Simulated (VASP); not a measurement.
# NdTl2P3 (P3m1) in VASP: single point with PBE

Aim: the single point of NdTl2P3 with PBE.

Everything below comes from runs of VASP 6.6.1. Logs are shortened: lines on timing, memory, paths and dates and some standing lists are left out, and cuts for length are marked.

## Step 1: The cell of the first run

The structure is trigonal, space group P3m1 (No. 156). The conventional cell has a = 5.384 Å, b = 5.384 Å, c = 6.665 Å, α = 90.00°, β = 90.00°, γ = 120.00°. Nd (site symmetry 3m) has 6 P at 2.96 Å and 5 Tl at 3.33 to 3.46 Å within 3.9 Å. Tl (site symmetry 3m) has 2 Nd at 3.33 to 3.34 Å and 6 P at 3.43 Å and 3 Tl at 3.61 Å within 4.4 Å. Tl (site symmetry 3m) has 6 P at 3.25 to 4.33 Å and 3 Nd at 3.46 Å and 3 Tl at 3.61 Å within 4.4 Å. P (site symmetry m) has 4 P at 2.31 to 3.08 Å and 2 Nd at 2.96 Å within 3.1 Å.

The cell was generated, and may not be a known phase.

## Step 2: Single point, PBE

INCAR

```
  PREC = Accurate
  ENCUT = 500
  EDIFF = 1E-6
  ISMEAR = 0
  SIGMA = 0.1
  LREAL = False
  LASPH = True
  NELM = 200
  ALGO = Normal
  ISIF = 2
  LWAVE = False
  LCHARG = False
  GGA = PE
  NBANDS = 35
  GGA_COMPAT = False
  LMAXMIX = 6
```

KPOINTS

```
regular mesh
0
Gamma
  6 6 6
```

POSCAR

```
NdTl2P3
1.0
    5.3842739937      0.0000000000      0.0000000000
   -2.6921369969      4.6629180595      0.0000000000
    0.0000000000      0.0000000000      6.6650785830
Nd Tl P
1 2 3
Direct
    0.0000000000      0.0000000000      0.8569870455
    0.0000000000      0.0000000000      0.3561820185
    0.6666666667      0.3333333333      0.6302565876
    0.4760711486      0.5239288514      0.0381858095
    0.4760711486      0.9521422972      0.0381858095
    0.0478577028      0.5239288514      0.0381858095
```

Potentials or basis: VASP PAW PBE potentials, release 64 (Nd_3, Tl_d, P), 4f in core.

Run with:

```console
> cat potpaw_PBE.64/Nd_3/POTCAR potpaw_PBE.64/Tl_d/POTCAR potpaw_PBE.64/P/POTCAR > POTCAR
> mpirun -np 1 vasp_std > vasp.out
```

OUTCAR:

```text
PREC = Accurate
   ENCUT = 500
   EDIFF = 1E-6
   ISMEAR = 0
   LREAL = False
   LASPH = True
   NELM = 200
   ISIF = 2
   GGA = PE

 ion  position               nearest neighbor table
   1  0.000  0.000  0.857-   4 2.96   5 2.96   4 2.96   5 2.96   6 2.96   6 2.96   2 3.33   2 3.34
                             3 3.46   3 3.46   3 3.46
   2  0.000  0.000  0.356-   1 3.33   1 3.34   4 3.43   5 3.43   4 3.43   5 3.43   6 3.43   6 3.43
                             3 3.61   3 3.61   3 3.61
   3  0.667  0.333  0.630-   6 3.25   5 3.25   4 3.25   1 3.46   1 3.46   1 3.46   2 3.61   2 3.61
                             2 3.61
   4  0.476  0.524  0.038-   6 2.31   5 2.31   1 2.96   1 2.96   3 3.25   2 3.43   2 3.43
   5  0.476  0.952  0.038-   6 2.31   4 2.31   1 2.96   1 2.96   3 3.25   2 3.43   2 3.43
   6  0.048  0.524  0.038-   5 2.31   4 2.31   1 2.96   1 2.96   3 3.25   2 3.43   2 3.43

  LATTYP: Found a hexagonal cell.
 ALAT       =     5.3842739937
 C/A-ratio  =     1.2378787912

  Lattice vectors:

 A1 = (   5.3842739937,   0.0000000000,   0.0000000000)
 A2 = (  -2.6921369969,   4.6629180595,   0.0000000000)
 A3 = (   0.0000000000,   0.0000000000,   6.6650785830)

Analysis of symmetry for initial positions (statically):
=====================================================================
 Subroutine PRICEL returns:
 Original cell was already a primitive cell.

 Routine SETGRP: Setting up the symmetry group for a
 hexagonal supercell.

 Subroutine GETGRP returns: Found  6 space group operations
 (whereof  6 operations were pure point group operations)
 out of a pool of 24 trial point group operations.

The static configuration has the point symmetry C_3v.

Analysis of symmetry for dynamics (positions and initial velocities):
=====================================================================
 Subroutine PRICEL returns:
 Original cell was already a primitive cell.

 Routine SETGRP: Setting up the symmetry group for a
 hexagonal supercell.

 Subroutine GETGRP returns: Found  6 space group operations
 (whereof  6 operations were pure point group operations)
 out of a pool of 24 trial point group operations.

The dynamic configuration has the point symmetry C_3v.

 Subroutine INISYM returns: Found  6 space group operations
 (whereof  6 operations are pure point group operations),
 and found     1 'primitive' translations

----------------------------------------------------------------------------------------

                                     Primitive cell

  volume of cell :     167.3363

  direct lattice vectors                    reciprocal lattice vectors
     5.384273994  0.000000000  0.000000000     0.185726061  0.107228991  0.000000000
    -2.692136997  4.662918059  0.000000000     0.000000000  0.214457983  0.000000000
     0.000000000  0.000000000  6.665078583     0.000000000  0.000000000  0.150035740

  length of vectors
     5.384273994  5.384273994  6.665078583     0.214457983  0.214457983  0.150035740

  position of ions in fractional coordinates (direct lattice)
     0.000000000  0.000000000  0.856987045
     0.000000000  0.000000000  0.356182019
     0.666666667  0.333333333  0.630256588
     0.476071149  0.523928851  0.038185809
     0.476071149  0.952142297  0.038185809
     0.047857703  0.523928851  0.038185809

  ion indices of the primitive-cell ions
   primitive index   ion index
                 1           1
                 2           2
                 3           3
                 4           4
                 5           5
                 6           6

----------------------------------------------------------------------------------------

 KPOINTS: regular mesh

Automatic generation of k-mesh.
 Grid dimensions read from file:
 generate k-points for:    6    6    6

 Generating k-lattice:

  Cartesian coordinates                     Fractional coordinates (reciprocal lattice)
     0.030954343  0.017871499  0.000000000     0.166666667  0.000000000  0.000000000
     0.000000000  0.035742997  0.000000000     0.000000000  0.166666667  0.000000000
     0.000000000  0.000000000  0.025005957     0.000000000  0.000000000  0.166666667

  Length of vectors
     0.035742997  0.035742997  0.025005957

  Shift w.r.t. Gamma in fractional coordinates (k-lattice)
     0.000000000  0.000000000  0.000000000

 Subroutine IBZKPT returns following result:
 ===========================================

 Found     34 irreducible k-points:

 Following reciprocal coordinates:
            Coordinates               Weight
  0.000000  0.000000  0.000000      1.000000
  0.166667  0.000000  0.000000      6.000000
  0.333333  0.000000  0.000000      6.000000
  0.500000  0.000000  0.000000      3.000000
  0.166667  0.166667  0.000000      6.000000
  0.333333  0.166667  0.000000     12.000000
[... 16 lines left out ...]
  0.500000  0.000000  0.333333      6.000000
  0.166667  0.166667  0.333333     12.000000
 [... further k-points ...]
   k-points           NKPTS =     34   k-points in BZ     NKDIM =     34   number of bands    NBANDS=     35
   number of dos      NEDOS =    301   number of ions     NIONS =      6
   total plane-waves  NPLWV =  80000
   dimension x,y,z NGX =    40 NGY =   40 NGZ =   50
   dimension x,y,z NGXF=    80 NGYF=   80 NGZF=  100
   ions per type =               1   2   3
   NGX,Y,Z   is equivalent  to a cutoff of  12.35, 12.35, 12.47 a.u.
   NGXF,Y,Z  is equivalent  to a cutoff of  24.70, 24.70, 24.94 a.u.
 SYSTEM =  unknown system
   PREC   = accura    normal or accurate (medium, high low for compatibility)
   ISTART =      0    job   : 0-new  1-cont  2-samecut
   ICHARG =      2    charge: 1-file 2-atom 10-const
   ISPIN  =      1    spin polarized calculation?
   LNONCOLLINEAR =      F non collinear calculations
   LSORBIT =      F    spin-orbit coupling
   LASPH  =      T    aspherical Exc in radial PAW
   ENCUT  =  500.0 eV  36.75 Ry    6.06 a.u.   9.82  9.82 12.15*2*pi/ulx,y,z
   NELM   =    200;   NELMIN=  2; NELMDL= -5     # of ELM steps
   EDIFF  = 0.1E-05   stopping-criterion for ELM
   LREAL  =      F    real-space projection
   EDIFFG = 0.1E-04   stopping-criterion for IOM
   NSW    =      0    number of steps for IOM
   IBRION =     -1    ionic relax: 0-MD 1-quasi-New 2-CG
   NFREE  =      0    steps in history (QN), initial steepest desc. (CG)
   ISIF   =      2    stress and relaxation
   ISYM   =      2    0-nonsym 1-usesym 2-fastsym
   POTIM  = 0.5000    time-step for ionic-motion
   TEBEG  =    0.0;   TEEND  =   0.0 temperature during run
   PSTRESS=    0.0 pullay stress
   NELECT =      52.0000    total number of electrons
   NUPDOWN=      -1.0000    fix difference up-down
   EMIN   =  10.00;   EMAX   =-10.00  energy-range for DOS
   EFERMI =   0.00;   METHOD = LEGACY
   ISMEAR =     0;   SIGMA  =   0.10  broadening in eV -4-tet -1-fermi 0-gaus
   EFERMI_NEDOS =   21; number of points for ismear=-14 and -15
   IALGO  =     38    algorithm
   IMIX   =      4    mixing-type and parameters
     AMIX     =   0.40;   BMIX     =  1.00
     AMIX_MAG =   1.60;   BMIX_MAG =  1.00
  volume/ion in A,a.u.               =      27.89       188.21
  Fermi-wavevector in a.u.,A,eV,Ry     =   1.108866  2.095454 16.729514  1.229585
  Thomas-Fermi vector in A             =   2.245399
   LORBIT       =      0    0 simple, 1 ext, 2 COOP (PROOUT), +10 PAW based schemes
   GGA     = PE    functional components
   LHFCALC =     F    Hartree Fock is set to
   AEXX    =    0.0000 exact exchange contribution
   IVDW    =     0    specifies the selected vdW correction
   LEPSILON=     F    determine dielectric tensor
   LRPA    =     F    only Hartree local field effects (RPA)
 non-spin polarized calculation
 Gauss-broadening in eV      SIGMA  =   0.10
  energy-cutoff  :      500.00
  volume of cell :      167.34
 maximum number of plane-waves:      4272
 NGX is ok and might be reduce to    40
   NGX = 19   NGY = 19   NGZ = 25

 number of electron      51.9999997 magnetization

 Free energy of the ion-electron system (eV)
  ---------------------------------------------------
  ext. energy  EPLUGINS =         0.00000000
  ---------------------------------------------------
  free energy    TOTEN  =       -25.78967909 eV

  energy without entropy =      -25.76275650  energy(sigma->0) =      -25.77621780

 E-fermi :   4.6411     XC(G=0):  -9.2337

 val. band max:        4.6166198911   @ k =   0.3333   0.3333   0.5000
 cond. band min:       4.6689695355   @ k =   0.3333   0.1667   0.3333
 fundamental gap:      0.0523496443
 Fermi energy:         4.6410580503

 k-point     1 :       0.0000    0.0000    0.0000
  band No.  band energies     occupation
      1     -33.4258      2.00000
      2     -14.7692      2.00000
      3     -14.6283      2.00000
      4     -14.6283      2.00000
      5      -8.9091      2.00000
      6      -7.0384      2.00000
[... 27 lines left out ...]
     34       8.1781      0.00000
     35       8.3924      0.00000

 k-point     2 :       0.1667    0.0000    0.0000
  band No.  band energies     occupation
      1     -33.4256      2.00000
      2     -14.7662      2.00000
      3     -14.6455      2.00000
      4     -14.6322      2.00000
      5      -8.8107      2.00000
      6      -7.0383      2.00000
[... 27 lines left out ...]
     34       8.4869      0.00000
     35       8.7768      0.00000

 k-point     3 :       0.3333    0.0000    0.0000
  band No.  band energies     occupation
      1     -33.4252      2.00000
      2     -14.7588      2.00000
      3     -14.6809      2.00000
      4     -14.6402      2.00000
      5      -8.5952      2.00000
      6      -7.0363      2.00000
[... 27 lines left out ...]
     34       8.1601      0.00000
     35       9.1895      0.00000
[... 723 lines left out ...]
 k-point    23 :       0.5000    0.0000    0.3333
  band No.  band energies     occupation
      1     -33.4250      2.00000
      2     -14.7662      2.00000
      3     -14.7004      2.00000
      4     -14.6445      2.00000
      5      -8.4718      2.00000
      6      -7.0090      2.00000
[... 27 lines left out ...]
     34       8.4677      0.00000
     35       8.8759      0.00000

 k-point    24 :       0.1667    0.1667    0.3333
  band No.  band energies     occupation
      1     -33.4252      2.00000
      2     -14.7738      2.00000
      3     -14.6691      2.00000
      4     -14.6419      2.00000
      5      -8.6452      2.00000
      6      -7.0140      2.00000
[... 27 lines left out ...]
     34       8.6345      0.00000
     35       9.0868      0.00000

 [... further k-points ...]

------------------------ aborting loop because EDIFF is reached ----------------------------------------

  FORCE on cell =-STRESS in cart. coord.  units (eV):
  Direction    XX          YY          ZZ          XY          YZ          ZX
  --------------------------------------------------------------------------------------
  -------------------------------------------------------------------------------------
  Total       -0.1457368     -0.1457368     -0.0322294      0.0000000      0.0000000      0.0000000
  in kB       -1.3953710     -1.3953710     -0.3085832      0.0000000      0.0000000      0.0000000
  external PRESSURE =      -1.0331084 kB  Pullay stress =       0.0000000 kB

 VOLUME and BASIS-vectors are now :
 -----------------------------------------------------------------------------
  energy-cutoff  :      500.00
  volume of cell :      167.34
      direct lattice vectors                 reciprocal lattice vectors
     5.384273994  0.000000000  0.000000000     0.185726061  0.107228991  0.000000000
    -2.692136997  4.662918059  0.000000000     0.000000000  0.214457983  0.000000000
     0.000000000  0.000000000  6.665078583     0.000000000  0.000000000  0.150035740

 POSITION                                       TOTAL-FORCE (eV/Angst)
 -----------------------------------------------------------------------------------
      0.00000      0.00000      5.71189        -0.000000     -0.000000      0.013758
      0.00000      0.00000      2.37398        -0.000000      0.000000     -0.002817
      2.69214      1.55431      4.20071        -0.000000      0.000000     -0.006495
      1.15281      2.44304      0.25451        -0.061861      0.035716     -0.001482
     -0.00000      4.43976      0.25451         0.000000     -0.071431     -0.001482
     -1.15281      2.44304      0.25451         0.061861      0.035716     -0.001482
 -----------------------------------------------------------------------------------
    total drift:                               -0.000001      0.000000      0.000137

  FREE ENERGIE OF THE ION-ELECTRON SYSTEM (eV)
  ---------------------------------------------------
  free  energy   TOTEN  =       -25.7896790906 eV

  energy  without entropy=      -25.7627565035  energy(sigma->0) =      -25.77621780
```

It took 2.2 min on 1 thread of AMD EPYC 9R45 (Zen 5), shared host; peak memory 0.35 GiB.

What came out:

| Quantity | Value |
| --- | --- |
| Free energy | -25.7897 eV |
| Pressure | -0.1 GPa |
| Largest force | 0.071 eV/Å |
| Band gap on the k mesh | zero (bands 26 and 27 overlap by 1.39 eV) |

Forces in eV/Å, atoms in the order of the input:
```
Nd   0.000  0.000  0.014
Tl   0.000  0.000 -0.003
Tl   0.000  0.000 -0.006
P   -0.062  0.036 -0.001
P    0.000 -0.071 -0.001
P    0.062  0.036 -0.001
```

Caveat: spin-orbit coupling is left out, which moves the levels of the heavy elements; the 4f electrons are frozen in the core, so they carry no moment and show no levels. Spin polarisation is off, so any magnetic state and its effect on volume and gap are missing.

The gap in the log of VASP goes by the Fermi energy; the results here count the filled bands.